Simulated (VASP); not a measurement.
Runs of VASP 6.6.1 on CuI. The structure is that of space group Cmcm (No. 63), or close to it. The cells are those of the table. 

```csv
task,cell,gap on the mesh (eV),pressure (GPa),largest force (eV/Å)
single point,"a = 5.333, b = 5.333, c = 4.364 Å, angles 90.0, 90.0, 89.7°, 4 atoms",1.00,-0.1,0.16
electric field gradients,"a = 5.193, b = 5.193, c = 4.249 Å, angles 90.0, 90.0, 89.7°, 4 atoms",1.08,(d),(c)
single point,"a = 5.264, b = 5.264, c = 4.264 Å, angles 90.0, 90.0, 89.7°, 4 atoms",1.03,2.1,0.23
single point,"a = 5.264, b = 5.264, c = 4.350 Å, angles 90.0, 90.0, 89.7°, 4 atoms",(b),0.9,0.11
electric field gradients,"a = 5.367, b = 5.367, c = 4.391 Å, angles 90.0, 90.0, 89.7°, 4 atoms",(a),-0.7,0.30
single point,"a = 5.281, b = 5.281, c = 4.321 Å, angles 90.0, 90.0, 89.7°, 4 atoms",1.03,1.0,0.10
single point,"a = 5.299, b = 5.299, c = 4.336 Å, angles 90.0, 90.0, 89.7°, 4 atoms",1.02,0.7,0.08
single point,"a = 5.264, b = 5.264, c = 4.436 Å, angles 90.0, 90.0, 89.7°, 4 atoms",1.05,-0.2,0.08
```

Alike in all rows: level PBE; potentials or basis VASP PAW PBE potentials, release 64 (Cu, I); no spin polarisation; k mesh 5 × 5 × 6; cutoff (eV) 520; smearing fermi-dirac 0.02 eV.

Q: Fill in the values left out.

A: (a) 0.98; (b) 1.04; (c) 0.51; (d) 3.3.

Caveats: spin-orbit coupling is left out, which moves the levels of the heavy elements.

A k mesh can miss the band edges, and the runs leave out spin-orbit coupling on I.
